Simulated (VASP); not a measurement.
# Hf8CuO16 (a cell with a defect) in VASP: a series of runs, part 2 of 2

VASP 6.6.1. Earlier steps stand in the parts before.

### 4 Single point, PBE, collinear spin

The input, INCAR:

```
SYSTEM = Hf8CuO16
PREC = Accurate ; ENCUT = 520
EDIFF = 1E-6 ; ISMEAR = -1
SIGMA = 0.01 ; LREAL = .False.
LASPH = .True. ; NELM = 200
ALGO = Normal ; ISIF = 2
LWAVE = .False. ; LCHARG = .False.
ISPIN = 2 ; MAGMOM = 0.09 0.01 0.07 0.01 0.01 0.02 0 0.02 0 0 0.05 0 0 0 0.01 0 0 0.04 0 0.01 0 0 0 0.01 0.21
LORBIT = 11 ; NUPDOWN = 1.0
LMAXMIX = 4 ; GGA = PE
NBANDS = 116 ; GGA_COMPAT = .False.
```

The input, KPOINTS:

```
regular mesh
0
Gamma
  1 1 1
  0 0 0
```

The input, POSCAR:

```
Hf8CuO16
1.0
   -3.6047748000      3.6047748000      5.2647067900
    3.6047748000     -3.6047748000      5.2647067900
    3.6047748000      3.6047748000     -5.2647067900
Hf O Cu
8 16 1
Direct
    0.0130243172      0.0774581620      0.5776581383
    0.0188733973      0.5175297905      0.0906353429
    0.5548162619      0.0676077406      0.1552635133
    0.5693153945      0.5876186183      0.6055449012
    0.0164008905      0.0373334048      0.0907069146
    0.0853519660      0.5546063838      0.6082336960
    0.5697974741      0.0755054313      0.6051097838
    0.5121637597      0.5529735212      0.0965988222
    0.1570022876      0.4526400345      0.8671111715
   -0.0924599633      0.7713579373      0.0751408937
    0.4901559033      0.3513228200      0.2038094030
    0.6464293460      0.9593199044      0.8623401384
    0.2861207329      0.1383402114      0.5738626169
    0.3957534287      0.7175721453      0.3686191437
    0.9053562153      0.2136535048      0.3611247782
    0.8606098758      0.7069735099      0.6708439873
    0.1796670015      0.4001961730      0.3402040538
    0.0256781444      0.7386885660      0.4499645859
    0.6762507935      0.3209825532      0.5930756063
    0.6772837807      0.8970577039      0.3441459089
    0.2977271727     -0.0321555706      0.1488703261
    0.4337483612      0.6448443498      0.8369522834
    0.9446325989      0.1517131632      0.8461701963
    0.7112776517      0.3859926991      0.0000269088
    0.3284349204     -0.0876926002     -0.3166269915
```

Potentials or basis: VASP PAW PBE potentials, release 64 (Hf_pv, O, Cu).

Command:

```
cat potpaw_PBE.64/Hf_pv/POTCAR potpaw_PBE.64/O/POTCAR potpaw_PBE.64/Cu/POTCAR > POTCAR
mpirun -np 1 vasp_gam > vasp.out
```

OUTCAR:

```text
SYSTEM = Hf8CuO16
   PREC = Accurate
   ENCUT = 520
   EDIFF = 1E-6
   ISMEAR = -1
   LREAL = .False.
   LASPH = .True.
   NELM = 200
   ISIF = 2
   ISPIN = 2
   LORBIT = 11
   NUPDOWN = 1.0
   GGA = PE

 ion  position               nearest neighbor table
   1  0.013  0.077  0.578-  20 2.06  23 2.08  13 2.08  15 2.10  18 2.17   9 2.24  25 2.52  10 2.80
                             3 3.15   7 3.36   6 3.43   5 3.44   2 3.44   8 3.57   8 3.77   2 3.82
   2  0.019  0.518  0.091-  10 2.04  24 2.09  17 2.19   9 2.19  23 2.20  18 2.24  14 2.30  19 2.65
                            25 3.11   7 3.27   6 3.43   1 3.44   5 3.52   8 3.61   4 3.63   4 3.67
   3  0.555  0.068  0.155-  11 2.01  21 2.01  15 2.13  20 2.17  12 2.32  19 2.35  25 2.48  22 2.53
                             1 3.15   7 3.21   4 3.48   8 3.57   6 3.62   5 3.63   5 3.72   6 3.77
   4  0.569  0.588  0.606-  16 2.05  19 2.06  14 2.21  12 2.23  22 2.24  11 2.25  17 2.36  10 2.54
                            25 2.91   5 3.29   8 3.40   3 3.48   6 3.57   7 3.58   2 3.63   2 3.67
   5  0.016  0.037  0.091-  21 1.99  10 2.06  23 2.18  17 2.18  12 2.22  15 2.28  16 2.34  13 2.68
                             4 3.29   1 3.44   6 3.51   2 3.52   7 3.52   3 3.63   3 3.72   7 3.73
   6  0.085  0.555  0.608-  16 2.07  22 2.08  15 2.08  18 2.10  17 2.16   9 2.20  25 2.85   8 3.33
                             2 3.43   1 3.43   5 3.51   4 3.57   3 3.62   5 3.75   3 3.77   4 3.77
   7  0.570  0.076  0.605-  13 2.04  19 2.04  14 2.18  24 2.21  20 2.21  23 2.25  12 2.26  21 2.50
                            25 2.60   3 3.21   2 3.27   1 3.36   5 3.52   8 3.53   4 3.58   8 3.72
   8  0.512  0.553  0.097-  11 2.04  24 2.05  20 2.08   9 2.11  22 2.14  14 2.32  13 2.90   6 3.33
                             4 3.40   7 3.53   1 3.57   3 3.57   2 3.61   7 3.72   2 3.74   1 3.77
   9  0.157  0.453  0.867-   8 2.11   2 2.19   6 2.20   1 2.24
  10  0.908  0.771  0.075-   2 2.04   5 2.06   4 2.54   1 2.80
  11  0.490  0.351  0.204-   3 2.01   8 2.04   4 2.25
  12  0.646  0.959  0.862-  25 1.92   5 2.22   4 2.23   7 2.26   3 2.32
  13  0.286  0.138  0.574-   7 2.04   1 2.08  25 2.14   5 2.68   8 2.90
  14  0.396  0.718  0.369-   7 2.18   4 2.21   2 2.30  25 2.31   8 2.32
  15  0.905  0.214  0.361-   6 2.08   1 2.10   3 2.13   5 2.28
  16  0.861  0.707  0.671-   4 2.05   6 2.07   5 2.34
  17  0.180  0.400  0.340-   6 2.16   5 2.18   2 2.19   4 2.36
  18  0.026  0.739  0.450-  25 1.87   6 2.10   1 2.17   2 2.24
  19  0.676  0.321  0.593-   7 2.04   4 2.06   3 2.35   2 2.65
  20  0.677  0.897  0.344-   1 2.06   8 2.08   3 2.17   7 2.21
  21  0.298  0.968  0.149-   5 1.99   3 2.01   7 2.50
  22  0.434  0.645  0.837-   6 2.08   8 2.14   4 2.24   3 2.53
  23  0.945  0.152  0.846-   1 2.08   5 2.18   2 2.20   7 2.25
[... 456 lines left out ...]
  Direction    XX          YY          ZZ          XY          YZ          ZX
  --------------------------------------------------------------------------------------
  -------------------------------------------------------------------------------------
  Total       -0.2010845     14.7129586     10.6065131      5.9515655     -0.2391032      0.1495087
  in kB       -1.1773311     86.1430291     62.1001654     34.8458723     -1.3999272      0.8753596
  external PRESSURE =      49.0219545 kB  Pullay stress =       0.0000000 kB

 VOLUME and BASIS-vectors are now :
 -----------------------------------------------------------------------------
  energy-cutoff  :      520.00
  volume of cell :      273.65
      direct lattice vectors                 reciprocal lattice vectors
    -3.604774800  3.604774800  5.264706790     0.000000000  0.138704920  0.094972051
     3.604774800 -3.604774800  5.264706790     0.138704920  0.000000000  0.094972051
     3.604774800  3.604774800 -5.264706790     0.138704920  0.138704920  0.000000000

 POSITION                                       TOTAL-FORCE (eV/Angst)
 -----------------------------------------------------------------------------------
      2.31460      1.85006     -2.56484        -0.016107     -0.105668      0.016560
      2.12426     -1.47082      2.34684         0.015292      0.015787     -0.074439
     -1.19659      2.31597      2.45946         0.054472      0.117117     -0.035926
      2.24883      2.11687      2.90290        -0.036918      0.007084      0.086324
      0.40243      0.25152     -0.19465        -0.047205     -0.049664     -0.038975
      3.88410      0.50099      0.16702        -0.042464     -0.007096      0.020717
[... 17 lines left out ...]
     -1.17248      1.17268      5.77666         0.002824     -0.046620      0.069521
      4.56813      0.35868      2.93439         0.193416      0.025906     -0.010741
 -----------------------------------------------------------------------------------
    total drift:                                0.000421     -0.000492     -0.000404

  FREE ENERGIE OF THE ION-ELECTRON SYSTEM (eV)
  ---------------------------------------------------
  free  energy   TOTEN  =      -240.9213096839 eV

  energy  without entropy=     -240.9213096839  energy(sigma->0) =     -240.92130968

 total charge

# of ion       s       p       d       tot
------------------------------------------
    1        0.322   6.612   1.558   8.491
    2        0.300   6.575   1.421   8.296
    3        0.329   6.608   1.571   8.509
    4        0.296   6.562   1.419   8.277
    5        0.303   6.585   1.449   8.337
    6        0.318   6.594   1.487   8.399
[... 17 lines left out ...]
   24        1.562   3.533   0.000   5.095
   25        0.489   0.486   9.283  10.258
--------------------------------------------------
tot         27.981 109.763  21.180 158.924

 magnetization (x)

# of ion       s       p       d       tot
------------------------------------------
    1        0.009   0.014   0.081   0.104
    2        0.003   0.000   0.003   0.006
    3        0.014   0.021   0.107   0.143
    4        0.005   0.001   0.006   0.011
    5        0.004   0.003   0.018   0.025
    6        0.005   0.003   0.029   0.036
[... 17 lines left out ...]
   24        0.002  -0.000   0.000   0.002
   25        0.038   0.050   0.107   0.194
--------------------------------------------------
tot          0.117   0.221   0.389   0.727
```

OSZICAR:

```text
N       E                     dE             d eps       ncg     rms          rms(c)
DAV:   1     0.250924517824E+04    0.25092E+04   -0.10957E+05   464   0.187E+03
DAV:   2     0.613550529627E+02   -0.24479E+04   -0.23041E+04   548   0.552E+02
[... 12 lines left out ...]
DAV:  15    -0.240921467151E+03    0.32848E-03   -0.90889E-03   688   0.103E+00    0.228E-01
DAV:  16    -0.240921329268E+03    0.13788E-03   -0.10146E-03   752   0.385E-01    0.107E-01
DAV:  17    -0.240921328730E+03    0.53856E-06   -0.21834E-04   592   0.482E-02    0.681E-02
DAV:  18    -0.240921317590E+03    0.11140E-04   -0.18682E-04   688   0.229E-01    0.304E-02
DAV:  19    -0.240921309582E+03    0.80077E-05   -0.44853E-05   672   0.940E-02    0.128E-02
DAV:  20    -0.240921309684E+03   -0.10210E-06   -0.61493E-06   584   0.186E-02
   1 F= -.24092131E+03 E0= -.24092131E+03  d E =-.228095E-12  mag=     1.0000
```

Wall time 2.3 min (1 thread of Intel Xeon Platinum 8375C at 2.90GHz (Ice Lake), shared host); peak memory 0.54 GiB.

Results:

```
Free energy                                           : -240.9213 eV
Pressure                                              : 4.9 GPa
Largest force                                         : 0.195 eV/Å
Net moment                                            : 1.00 μB per cell
Site moments                                          : Hf +0.10, +0.01, +0.14, +0.03, +0.04 (each value once); O -0.00, +0.01, +0.03, +0.00, +0.06 (each value once); Cu +0.19 μB
Valence electrons inside the program's atomic spheres : Hf 8.49, 8.30, 8.51, 8.28, 8.34, 8.40, 8.44, 8.37; O 5.11, 5.07, 5.09, 5.06, 5.14, 5.08, 5.10, 5.15, 5.12 (each value once); Cu 10.26
```

Forces in eV/Å, atoms in the order of the input:
```
Hf  -0.016 -0.106  0.017
Hf   0.015  0.016 -0.074
Hf   0.054  0.117 -0.036
Hf  -0.037  0.007  0.086
Hf  -0.047 -0.050 -0.039
Hf  -0.042 -0.007  0.021
Hf  -0.006  0.026  0.023
Hf   0.015 -0.048 -0.031
O   -0.030  0.024  0.001
O   -0.048  0.012  0.052
O    0.000  0.080  0.054
O   -0.044  0.075  0.033
O   -0.029  0.029 -0.037
O   -0.011  0.047  0.019
O    0.018  0.036 -0.012
O    0.019  0.079 -0.061
O    0.016 -0.053 -0.024
O   -0.035  0.017 -0.035
O   -0.017 -0.073 -0.075
O    0.013 -0.016  0.020
O    0.018 -0.088  0.062
O   -0.015 -0.051 -0.042
O    0.013 -0.052  0.020
O    0.003 -0.047  0.070
Cu   0.193  0.026 -0.011
```

Caveat: the k points lie up to 1.06 Å⁻¹ apart, too coarse for converged energies, forces and pressures; the total moment is fixed, so each spin has its own Fermi level and the state may be an excited one.

### 5 Summary

```csv
cell,pressure (GPa),moment (μB),largest force (eV/Å)
"as given, atomic positions A",4.9,1.00,0.12
"as given, atomic positions B",3.5,1.00,0.10
"as given, atomic positions C",4.9,1.00,0.20
```

Alike in all rows: task single point; level PBE; potentials or basis VASP PAW PBE potentials, release 64 (Hf_pv, O, Cu); spin collinear; fixed moment (μB) 1.0; k mesh 1 × 1 × 1; cutoff (eV) 520; smearing fermi-dirac 0.01 eV.

Caveats: all runs use coarse meshes; the total moment is fixed, so each spin has its own Fermi level and the state may be an excited one.

Absolute energies hang on the potentials; compare differences alone.
